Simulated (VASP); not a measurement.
A run of VASP 6.6.1 is set up as follows.

File INCAR:

```
PREC = Accurate
ENCUT = 520
EDIFF = 1E-6
ISMEAR = -1
SIGMA = 0.02
LREAL = F
LASPH = T
NELM = 100
ALGO = Normal
ISIF = 2
LWAVE = F
LCHARG = F
GGA = CA
NBANDS = 20
```

The input KPOINTS:

```
regular mesh
0
Gamma
  12 12 4
```

File POSCAR:

```
Te2Mo
1.0
    3.5194547085      0.0000000000      0.0000000000
   -1.7597273543      3.0479371850      0.0000000000
    0.0000000000      0.0000000000      7.2144517852
Mo Te
1 2
Direct
    0.0000000000      0.0000000000      0.0000000000
    0.3333333333      0.6666666667      0.2534156295
    0.6666666667      0.3333333333      0.7465843705
```

Potentials or basis: VASP PAW LDA potentials, release 64 (Mo_sv, Te).

Launch:

```console
$ cat potpaw_LDA.64/Mo_sv/POTCAR potpaw_LDA.64/Te/POTCAR > POTCAR
$ mpirun -np 1 vasp_std > vasp.out
```

Problem. What does it give for the largest force?

Solution. 0.206 eV/Å.

Problem. What does it give for the band gap on the k mesh?

Solution. Zero (band 13 reaches 8.56 eV, above the bottom of band 14 at 8.01 eV).

Forces on the atoms (eV/Å):
```
Mo   0.000  0.000  0.000
Te   0.000  0.000 -0.206
Te   0.000  0.000  0.206
```

Caveat: spin-orbit coupling is left out, which moves the levels of the heavy elements.
